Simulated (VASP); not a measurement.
**SbSe2: single point with PBE**

The system is SbSe2.

```
Sb Se
1.0
     0.00000    3.45485    3.45485
     3.45485    0.00000    3.45485
     3.45485    3.45485    0.00000
Sb Se
1 2
Direct
  0.00000 0.00000 0.00000
  0.25000 0.25000 0.25000
  0.75000 0.75000 0.75000
```

```yaml
Program: VASP 6.6.1
Task: single point
Functional: PBE
Potentials_or_basis: VASP PAW PBE potentials, release 64 (Sb, Se)
Cutoff: 520 eV
k_mesh: 12 × 12 × 12
Occupations: gaussian, width 0.1 eV
Spin: no spin polarisation
```

```
Pressure : -0.1 GPa
```

Levels at points of the mesh, in eV from the Fermi level:
```tsv
k point	band 7	band 8	band 9	band 10	band 11	band 12
(0.00, 0.00, 0.00)	-2.04	-2.04	-2.04	1.46	1.46	1.46
(0.50, 0.00, 0.00)	-1.99	-1.99	0.30	2.92	2.92	3.81
(0.50, 0.50, 0.00)	0.15	0.15	0.70	1.07	3.81	3.81
```

Run time: 29 s on 1 thread of Intel(R) Xeon(R) 6975P-C (Granite Rapids) (shared host), peak memory 0.26 GiB.

Caveat: spin-orbit coupling is left out, which moves the levels of the heavy elements.
